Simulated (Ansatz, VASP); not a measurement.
**Two plane-wave programs on Te2Mo**

File INCAR:

```
PREC = Accurate
ENCUT = 500
EDIFF = 1E-6
ISMEAR = 0
SIGMA = 0.02
LREAL = F
LASPH = T
NELM = 120
ALGO = Normal
ISIF = 2
LWAVE = F
LCHARG = F
GGA = CA
NBANDS = 20
GGA_COMPAT = F
```

Contents of KPOINTS:

```
regular mesh
0
Gamma
  12 12 2
```

POSCAR

```
Te2Mo
1.0
    3.4665480208      0.0000000000      0.0000000000
   -1.7332740104      3.0021186495      0.0000000000
    0.0000000000      0.0000000000     18.3082028371
Te Mo
2 1
Direct
    0.3333333333      0.6666666667      0.9019347954
    0.3333333333      0.6666666667      0.0980652046
    0.0000000000      0.0000000000      0.0000000000
```

Input for Ansatz:

```yaml
crystal:
  lattice:
    - [3.4665480208, 0.0, 0.0]
    - [-1.7332740104, 3.0021186495, 0.0]
    - [0.0, 0.0, 18.3082028371]
  atoms:
    - { symbol: Te, position: [0.3333333333, 0.6666666667, 0.9019347954] }
    - { symbol: Te, position: [0.3333333333, 0.6666666667, 0.0980652046] }
    - { symbol: Mo, position: [0.0, 0.0, 0.0] }
basis:
  ecutwfc: 420
kpoints:
  mp_grid: { grid: [12, 12, 2] }
  band_path: { path: [VBM, CBM], npoints: 2 }
hamiltonian:
  xc: lda
scf:
  occupations: { method: gaussian, width: 0.02 }
output:
  forces: true
  stress: true
  eigenvalues: true
checkpoint:
  read: start.run
  write: ck
  compress: false
  write_wavefunctions: false
  write_every: 100000
```

Alike in both runs: task single point; functional LDA; k mesh 12 × 12 × 2; occupations gaussian, width 0.02 eV; no spin polarisation.

|  | VASP | Ansatz |
| --- | --- | --- |
| version | VASP 6.6.1 | Ansatz 0.2.0 |
| potentials or method | VASP PAW LDA potentials, release 64 (Te, Mo_sv), cutoff 500 eV | scalar-relativistic, plane waves, PAW |
| valence electrons in the cell | 26 | 46 |

```csv
,VASP,Ansatz,Ansatz less VASP
gap on the k mesh at the Fermi level (eV),1.24,1.24,-0.001
least direct gap on the mesh (eV),1.24,1.24,-0.001
rms of the force components (eV/Å),0.024,0.004,-0.0203
```

LDA's correlation is that of Perdew and Zunger in VASP and of Perdew and Wang (1992) in Ansatz. Atom by atom the forces differ by 0.028 eV/Å (rms over components). VASP's potentials hold 26 valence electrons a cell and Ansatz's 46, so a difference there can come from the potentials and not from the codes.

Spin-orbit coupling is off throughout.
